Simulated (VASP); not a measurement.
# MgO (base) (Fm-3m) in VASP: further runs

Runs on MgO (base). Level: PBE. Tasks: single point, relaxation of cell and atoms.

Everything below comes from runs of VASP 6.6.1. Logs are shortened: lines on timing, memory, paths and dates and some standing lists are left out, and cuts for length are marked.

**What was measured.**

From “Electronic structure of alkaline earth and post-transition metal oxides”, 2009, arxiv:0908.1581, for a bulk crystal of MgO: band gap 7.83 eV.

The runs below are set against these values where they give the same quantity.

### Step 1. The cell of the first run

Symmetry: Fm-3m, No. 225, cubic system. The conventional cell has a = 4.210 Å, b = 4.210 Å, c = 4.210 Å, α = 90.00°, β = 90.00°, γ = 90.00°. Within 2.8 Å of Mg (site symmetry m-3m) lie 6 O at 2.10 Å. O (site symmetry m-3m) has 6 Mg at 2.10 Å within 2.8 Å.

### Step 2. Single point, PBE

The input, INCAR:

```
SYSTEM = MgO
  ALGO = Normal
  EDIFF = 1E-6
  ENCUT = 600
  GGA = PE
  GGA_COMPAT = .FALSE.
  ISIF = 2
  ISMEAR = 0
  LASPH = .TRUE.
  LCHARG = .FALSE.
  LREAL = .FALSE.
  LWAVE = .FALSE.
  NBANDS = 11
  NELM = 120
  PREC = Accurate
  SIGMA = 0.1
```

The input, KPOINTS:

```
k-points
0
G
  8 8 8
  0 0 0
```

The input, POSCAR:

```
MgO
1.0
    0.0000000000      2.1050000000      2.1050000000
    2.1050000000      0.0000000000      2.1050000000
    2.1050000000      2.1050000000      0.0000000000
Mg O
1 1
Direct
    0.0000000000      0.0000000000      0.0000000000
    0.5000000000      0.5000000000      0.5000000000
```

Potentials or basis: VASP PAW PBE potentials, release 64 (Mg, O).

The run is started by

```console
> cat potpaw_PBE.64/Mg/POTCAR potpaw_PBE.64/O/POTCAR > POTCAR
> mpirun -np 1 vasp_std > vasp.out
```

OUTCAR:

```text
SYSTEM = MgO
   EDIFF = 1E-6
   ENCUT = 600
   GGA = PE
   ISIF = 2
   ISMEAR = 0
   LASPH = .TRUE.
   LREAL = .FALSE.
   NELM = 120
   PREC = Accurate

 ion  position               nearest neighbor table
   1  0.000  0.000  0.000-   2 2.10   2 2.10   2 2.10   2 2.10   2 2.10   2 2.10
   2  0.500  0.500  0.500-   1 2.10   1 2.10   1 2.10   1 2.10   1 2.10   1 2.10

  LATTYP: Found a face centered cubic cell.
 ALAT       =     4.2100000000

  Lattice vectors:

 A1 = (   0.0000000000,   2.1050000000,   2.1050000000)
 A2 = (   2.1050000000,   0.0000000000,   2.1050000000)
 A3 = (   2.1050000000,   2.1050000000,   0.0000000000)

Analysis of symmetry for initial positions (statically):
=====================================================================
 Subroutine PRICEL returns:
 Original cell was already a primitive cell.

 Routine SETGRP: Setting up the symmetry group for a
 face centered cubic supercell.

 Subroutine GETGRP returns: Found 48 space group operations
 (whereof 48 operations were pure point group operations)
 out of a pool of 48 trial point group operations.

The static configuration has the point symmetry O_h .

Analysis of symmetry for dynamics (positions and initial velocities):
=====================================================================
 Subroutine PRICEL returns:
 Original cell was already a primitive cell.

 Routine SETGRP: Setting up the symmetry group for a
 face centered cubic supercell.

 Subroutine GETGRP returns: Found 48 space group operations
 (whereof 48 operations were pure point group operations)
 out of a pool of 48 trial point group operations.

The dynamic configuration has the point symmetry O_h .

 Subroutine INISYM returns: Found 48 space group operations
 (whereof 48 operations are pure point group operations),
 and found     1 'primitive' translations

----------------------------------------------------------------------------------------

                                     Primitive cell

  volume of cell :      18.6546

  direct lattice vectors                    reciprocal lattice vectors
     0.000000000  2.105000000  2.105000000    -0.237529691  0.237529691  0.237529691
     2.105000000  0.000000000  2.105000000     0.237529691 -0.237529691  0.237529691
     2.105000000  2.105000000  0.000000000     0.237529691  0.237529691 -0.237529691

  length of vectors
     2.976919549  2.976919549  2.976919549     0.411413493  0.411413493  0.411413493

  position of ions in fractional coordinates (direct lattice)
[... 87 lines left out ...]
   POTIM  = 0.5000    time-step for ionic-motion
   TEBEG  =    0.0;   TEEND  =   0.0 temperature during run
   PSTRESS=    0.0 pullay stress
   NELECT =       8.0000    total number of electrons
   NUPDOWN=      -1.0000    fix difference up-down
   EMIN   =  10.00;   EMAX   =-10.00  energy-range for DOS
   EFERMI =   0.00;   METHOD = LEGACY
   ISMEAR =     0;   SIGMA  =   0.10  broadening in eV -4-tet -1-fermi 0-gaus
   EFERMI_NEDOS =   21; number of points for ismear=-14 and -15
   IALGO  =     38    algorithm
   IMIX   =      4    mixing-type and parameters
     AMIX     =   0.40;   BMIX     =  1.00
     AMIX_MAG =   1.60;   BMIX_MAG =  1.00
  volume/ion in A,a.u.               =       9.33        62.94
  Fermi-wavevector in a.u.,A,eV,Ry     =   1.234552  2.332965 20.736894  1.524119
  Thomas-Fermi vector in A             =   2.369237
   LORBIT       =      0    0 simple, 1 ext, 2 COOP (PROOUT), +10 PAW based schemes
   GGA     = PE    functional components
   LHFCALC =     F    Hartree Fock is set to
   AEXX    =    0.0000 exact exchange contribution
   IVDW    =     0    specifies the selected vdW correction
   LEPSILON=     F    determine dielectric tensor
   LRPA    =     F    only Hartree local field effects (RPA)
 non-spin polarized calculation
 Gauss-broadening in eV      SIGMA  =   0.10
  energy-cutoff  :      600.00
  volume of cell :       18.65
 maximum number of plane-waves:       636
   NGX = 11   NGY = 11   NGZ = 11

 number of electron       8.0000005 magnetization

 Free energy of the ion-electron system (eV)
  ---------------------------------------------------
  ext. energy  EPLUGINS =         0.00000000
  ---------------------------------------------------
  free energy    TOTEN  =       -11.90826344 eV

  energy without entropy =      -11.90826344  energy(sigma->0) =      -11.90826344

 E-fermi :   3.7026     XC(G=0): -11.0852

 val. band max:        3.1960403627   @ k =   0.0000   0.0000   0.0000
 cond. band min:       7.9380777457   @ k =   0.0000   0.0000   0.0000
 fundamental gap:      4.7420373830
 Fermi energy:         3.7025988180

 k-point     1 :       0.0000    0.0000    0.0000
  band No.  band energies     occupation
      1     -14.0740      2.00000
      2       3.1960      2.00000
      3       3.1960      2.00000
      4       3.1960      2.00000
      5       7.9381      0.00000
      6      19.0066      0.00000
      7      19.0066      0.00000
      8      19.0066      0.00000
      9      22.9260      0.00000
     10      24.7032      0.00000
     11      24.7032      0.00000
[... 309 lines left out ...]
 k-point    24 :      -0.3750    0.2500    0.1250
  band No.  band energies     occupation
      1     -12.6359      2.00000
      2      -0.8089      2.00000
      3       1.2590      2.00000
      4       2.2080      2.00000
      5      12.8800      0.00000
      6      15.4097      0.00000
      7      16.7042      0.00000
      8      20.1138      0.00000
      9      23.7417      0.00000
     10      25.2950      0.00000
     11      29.3822      0.00000

 [... further k-points ...]

------------------------ aborting loop because EDIFF is reached ----------------------------------------

  FORCE on cell =-STRESS in cart. coord.  units (eV):
  Direction    XX          YY          ZZ          XY          YZ          ZX
  --------------------------------------------------------------------------------------
  -------------------------------------------------------------------------------------
  Total        0.4589463      0.4589463      0.4589463      0.0000000     -0.0000000      0.0000000
  in kB       39.4172364     39.4172364     39.4172364      0.0000000     -0.0000000      0.0000000
  external PRESSURE =      39.4172364 kB  Pullay stress =       0.0000000 kB

 VOLUME and BASIS-vectors are now :
 -----------------------------------------------------------------------------
  energy-cutoff  :      600.00
  volume of cell :       18.65
      direct lattice vectors                 reciprocal lattice vectors
     0.000000000  2.105000000  2.105000000    -0.237529691  0.237529691  0.237529691
     2.105000000  0.000000000  2.105000000     0.237529691 -0.237529691  0.237529691
     2.105000000  2.105000000  0.000000000     0.237529691  0.237529691 -0.237529691

 POSITION                                       TOTAL-FORCE (eV/Angst)
 -----------------------------------------------------------------------------------
      0.00000      0.00000      0.00000        -0.000000     -0.000000     -0.000000
      2.10500      2.10500      2.10500         0.000000      0.000000      0.000000
 -----------------------------------------------------------------------------------
    total drift:                               -0.000000     -0.000000      0.000000

  FREE ENERGIE OF THE ION-ELECTRON SYSTEM (eV)
  ---------------------------------------------------
  free  energy   TOTEN  =       -11.9082634408 eV

  energy  without entropy=      -11.9082634408  energy(sigma->0) =      -11.90826344
```

stdout:

```text
POSCAR found type information on POSCAR MgO
 POSCAR found :  2 types and       2 ions
 scaLAPACK will be used
 LDA part: xc-table for (Slater+PW92), standard interpolation
 POSCAR, INCAR and KPOINTS ok, starting setup
 FFT: planning ... GRIDC
 FFT: planning ... GRID_SOFT
 FFT: planning ... GRID
 WAVECAR not read
 entering main loop
```

Wall time 5.1 s (1 thread of Intel Xeon 6975P-C, shared host); peak memory 0.14 GiB.

What came out:

```yaml
Free_energy: -11.9083 eV
Pressure: 3.9 GPa
Band_gap_on_the_k_mesh: 4.74 eV, direct
```

### Step 3. Single point, PBE

This run uses another cell than the first one, of 9.62 Å³/atom, 1.031 times its volume.

The input, INCAR:

```
ALGO = Normal
EDIFF = 1E-6
ENCUT = 600
GGA = PE
GGA_COMPAT = F
ISIF = 2
ISMEAR = 0
LASPH = T
LCHARG = F
LREAL = F
LWAVE = F
NBANDS = 11
NELM = 120
PREC = Accurate
SIGMA = 0.02
```

The input, KPOINTS:

```
k-points
0
Gamma
  10 10 10
```

The input, POSCAR:

```
MgO
1.0
    0.0000000000      2.1268316263      2.1268316263
    2.1268316263      0.0000000000      2.1268316263
    2.1268316263      2.1268316263      0.0000000000
Mg O
1 1
Direct
    0.0000000000      0.0000000000      0.0000000000
    0.5000000000      0.5000000000      0.5000000000
```

Potentials or basis: VASP PAW PBE potentials, release 64 (Mg, O).

The run is started by

```console
> cat potpaw_PBE.64/Mg/POTCAR potpaw_PBE.64/O/POTCAR > POTCAR
> mpirun -np 1 vasp_std > vasp.out
```

Run time: 5.5 s. Hardware: 1 thread of Intel Xeon 6975P-C, shared host; peak memory 0.14 GiB.

Results (log left out):

```yaml
Free_energy: -11.9148 eV
Pressure: -1.0 GPa
Band_gap_on_the_k_mesh: 4.45 eV, direct
```

Levels at points of the mesh, in eV from the valence-band top:
```csv
k point,band 1,band 2,band 3,band 4,band 5,band 6,band 7,band 8,band 9
"(0.00, 0.00, 0.00)",-17.11,0.00,0.00,0.00,4.45,15.63,15.63,15.63,19.47
"(0.50, 0.00, 0.00)",-15.90,-4.49,-0.62,-0.62,7.71,12.27,16.01,16.01,20.45
"(0.50, 0.50, 0.00)",-15.66,-3.96,-1.31,-1.31,9.08,9.65,12.79,18.53,18.53
```

### Step 4. Relaxation of cell and atoms, PBE

The input, INCAR:

```
SYSTEM = MgO
PREC = Accurate ; ENCUT = 600
EDIFF = 1E-7 ; ISMEAR = 0
SIGMA = 0.02 ; LREAL = .False.
LASPH = .True. ; NELM = 120
ALGO = Normal ; ISIF = 3
LWAVE = .False. ; LCHARG = .False.
GGA = PE ; IBRION = 2
NSW = 100 ; EDIFFG = -0.002
GGA_COMPAT = .False. ; NELMIN = 4
```

The input, KPOINTS:

```
regular mesh
0
Gamma
  10 10 10
  0 0 0
```

The input, POSCAR:

```
MgO
1.0
    0.0000000000      2.1050000000      2.1050000000
    2.1050000000      0.0000000000      2.1050000000
    2.1050000000      2.1050000000      0.0000000000
Mg O
1 1
Direct
    0.0000000000      0.0000000000      0.0000000000
    0.5000000000      0.5000000000      0.5000000000
```

The run is started by

```console
> cat potpaw_PBE.64/Mg/POTCAR potpaw_PBE.64/O/POTCAR > POTCAR
> mpirun -np 1 vasp_std > vasp.out
```

It took 11 s on 1 thread of Intel Xeon 6975P-C, shared host; peak memory 0.15 GiB.

The run converged. Its results:

| Property | Result |
| --- | --- |
| Free energy | -11.9138 eV |
| Relaxed volume | 9.56 Å³/atom |
| Relaxed cell | a = 3.002 Å, b = 3.002 Å, c = 3.002 Å, α = 60.00°, β = 60.00°, γ = 60.00° |
| Space group after relaxing (to 0.05 Å) | Fm-3m (No. 225) |
| Energy gained by relaxing | 2.8 meV/atom |
| Ionic steps | 3 |
| Pressure after relaxing | 0.0 GPa |
| Band gap on the k mesh | 4.50 eV, direct |

Step by step:
| step | energy change (eV) | largest force (eV/Å) | pressure (GPa) | volume (Å³) |
| --- | --- | --- | --- | --- |
| 1 | 0.0000 | 0.0000 | 3.95 | 18.65 |
| 2 | -0.0050 | 0.0000 | -1.24 | 19.28 |
| 3 | -0.0057 | 0.0000 | 0.01 | 19.12 |

Final structure:
```
Mg O
1.0
     0.00000    2.12246    2.12246
     2.12246    0.00000    2.12246
     2.12246    2.12246    0.00000
Mg O
1 1
Direct
  0.00000 0.00000 0.00000
  0.50000 0.50000 0.50000
```

Levels at points of the mesh, in eV from the valence-band top:
```
           k point  band 2  band 3  band 4  band 5  band 6  band 7
(0.00, 0.00, 0.00)    0.00    0.00    0.00    4.50   15.67   15.67
(0.50, 0.00, 0.00)   -4.51   -0.63   -0.63    7.75   12.34   16.07
(0.50, 0.50, 0.00)   -3.99   -1.32   -1.32    9.09    9.72   12.85
```

### Step 5. The runs side by side

| task | cell | k mesh | smearing | gap on the mesh (eV) | pressure (GPa) |
| --- | --- | --- | --- | --- | --- |
| single point | a = 2.977 Å, angles 60.0°, 2 atoms | 8 × 8 × 8 | gaussian 0.1 eV | 4.74 | 3.9 |
| single point | a = 3.008 Å, angles 60.0°, 2 atoms | 10 × 10 × 10 | gaussian 0.02 eV | 4.45 | -1.0 |
| relaxation of cell and atoms | relaxed from a = 2.977 Å, angles 60.0°, 2 atoms | 10 × 10 × 10 | gaussian 0.02 eV | 4.50 | 0.0 |

Alike in all rows: level PBE; potentials or basis VASP PAW PBE potentials, release 64 (Mg, O); no spin polarisation; cutoff (eV) 600.

Absolute energies hang on the potentials; compare differences alone.

### Step 6. Against experiment

Step 3. Measured gap of MgO: 7.83 eV (quoted in “Electronic structure of alkaline earth and post-transition metal oxides”, 2009, arxiv:0908.1581). This calculation gives 4.45 eV (-3.38 eV). The value is that of PBE, without temperature or zero-point motion. Semilocal functionals fall short of measured gaps as a rule.
